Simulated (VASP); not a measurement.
Here is a VASP 6.6.1 calculation.

The input INCAR:

```
SYSTEM = C
ALGO = Normal ; EDIFF = 1E-7
ENCUT = 520 ; GGA = PS
ISIF = 2 ; ISMEAR = 0
IVDW = 12 ; LASPH = .TRUE.
LCHARG = .FALSE. ; LREAL = .FALSE.
LWAVE = .FALSE. ; NBANDS = 16
NELM = 80 ; PREC = Accurate
SIGMA = 0.15
```

File KPOINTS:

```
k-points
0
G
  18 18 6
  0 0 0
```

File POSCAR:

```
C
1.0
    2.4580081303     -0.2765259146      0.0000000000
   -1.4684825321      2.2669604409      0.0000000000
    0.0000000000      0.0000000000      6.4649057464
C
4
Direct
    0.0000000000      0.0000000000      0.0025000000
    0.0000000000      0.0000000000      0.5025000000
    0.3333333333      0.6666666667      0.0025000000
    0.6666666667      0.3333333333      0.5025000000
```

Potentials or basis: VASP PAW PBE potentials, release 64 (C).

Command:

```bash
$ cat potpaw_PBE.64/C/POTCAR > POTCAR
$ mpirun -np 1 vasp_std > vasp.out
```

**Question.** What does it give for the dispersion energy per atom?

**Answer.** -0.104 eV.

**Question.** What does it give for the pressure?

**Answer.** 22.0 GPa.

**Question.** Predict the largest force.

**Answer.** 3.732 eV/Å.

Forces in eV/Å, atoms in the order of the input:
```
C    3.368  1.520  0.000
C   -3.368 -1.520  0.000
C   -3.404 -1.529  0.000
C    3.404  1.529  0.000
```

Caveat: the cell differs from its parent crystal (engineering shear strain xy -0.2250, normal strain along z -0.0175); the cell stands under pressure; the PAW data sets were made with another functional, which shifts forces and pressure a little.
